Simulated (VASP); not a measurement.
A run of VASP 6.6.1 is set up as follows.

The input INCAR:

```
PREC     = Accurate       # precision mode
ENCUT    = 520            # plane-wave cutoff, eV
EDIFF    = 1E-7           # SCF threshold, eV
ISMEAR   = 0              # smearing method
SIGMA    = 0.01           # smearing width, eV
LREAL    = False          # projectors in reciprocal space
LASPH    = True           # aspherical terms in the spheres
NELM     = 80             # most SCF steps
ALGO     = Normal         # electronic algorithm
ISIF     = 2              # what is computed and relaxed
LWAVE    = False          # write WAVECAR
LCHARG   = True           # write CHGCAR
GGA      = PS             # functional
IVDW     = 12             # dispersion correction
LELF     = True           # ELF
LVHAR    = True         
NBANDS   = 27             # bands
```

File KPOINTS:

```
regular mesh
0
Gamma
  12 12 12
```

File POSCAR:

```
InSe
1.0
    1.9805004370      1.1434424605      8.0609292699
   -1.9805004370      1.1434424605      8.0609292699
    0.0000000000     -2.2868849209      8.0609292699
In Se
2 2
Direct
   -0.0007160142     -0.0007160142     -0.0007160142
    0.1129541836      0.1129541836      0.1129541836
    0.6126324648      0.6126324648      0.6126324648
    0.8328293658      0.8328293658      0.8328293658
```

Potentials or basis: VASP PAW PBE potentials, release 64 (In_d, Se).

Launch:

```sh
$ cat potpaw_PBE.64/In_d/POTCAR potpaw_PBE.64/Se/POTCAR > POTCAR
$ mpirun -np 1 vasp_std > vasp.out
```

**Question.** Estimate the largest force.

**Answer.** 0.022 eV/Å.

**Question.** Predict the band gap on the k mesh.

**Answer.** 0.33 eV.

**Question.** Predict the dispersion energy per atom.

**Answer.** -0.309 eV.

**Question.** What does it give for the pressure?

**Answer.** 0.1 GPa.

Forces in eV/Å, atoms in the order of the input:
```
In   0.000  0.000  0.022
In   0.000  0.000 -0.022
Se   0.000  0.000 -0.021
Se   0.000  0.000  0.022
```

Caveat: the PAW data sets were made with another functional, which shifts forces and pressure a little; spin-orbit coupling is left out, which moves the levels of the heavy elements.

**What was measured.**

“The Interaction of Hydrogen with the van der Waals Crystal γ-InSe”, 2020, pmc:7321205 reports, for a bulk crystal of InSe at 300 K: band gap 1.25 eV.

Measured gap of InSe: 1.25 eV (300 K; “The Interaction of Hydrogen with the van der Waals Crystal γ-InSe”, 2020, pmc:7321205). This calculation gives 0.33 eV (-0.92 eV). Spin-orbit coupling on In, Se is left out. The value is that of PBEsol+D3(BJ) on a finite k mesh, which can miss the band edges, without temperature or zero-point motion. Semilocal functionals fall short of measured gaps as a rule.
